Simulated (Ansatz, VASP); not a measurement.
## Two plane-wave programs on LiRu

```
Li Ru
1.0
     4.40270    0.00000    0.00000
     0.00000    2.49169    0.00000
     0.00000    0.00000    5.02522
Li Ru
2 2
Direct
  0.75000 0.50000 0.87521
  0.25000 0.50000 0.12479
  0.25000 0.00000 0.61250
  0.75000 0.00000 0.38750
```

Change from the starting cell: the structure that the rattled caesium chloride type (Pm-3m, No. 221) fell into.

Alike in both runs: functional PBE; k mesh 10 × 18 × 10; occupations gaussian, width 0.1 eV; no spin polarisation.

Ansatz relaxed the structure, and its values are those at the end. VASP's run is a single point on that final structure, the one shown.

|  | VASP | Ansatz |
| --- | --- | --- |
| version | VASP 6.6.1 | Ansatz 0.2.0 |
| potentials or method | VASP PAW PBE potentials, release 64 (Li_sv, Ru_pv), cutoff 520 eV | scalar-relativistic, plane waves, PAW |
| valence electrons in the cell | 34 | 38 |

|  | VASP | Ansatz | Ansatz less VASP |
| --- | --- | --- | --- |
| gap on the k mesh at the Fermi level (eV) | none | none | - |
| rms of the force components (eV/Å) | 0.004 | 0.001 | -0.0034 |

A gap of «none» marks a metal or a gap that the smearing closes. VASP's potentials hold 34 valence electrons a cell and Ansatz's 38, so a difference there can come from the potentials and not from the codes.

Noted on VASP's run: the cutoff is short for stress, so the pressure is rough.
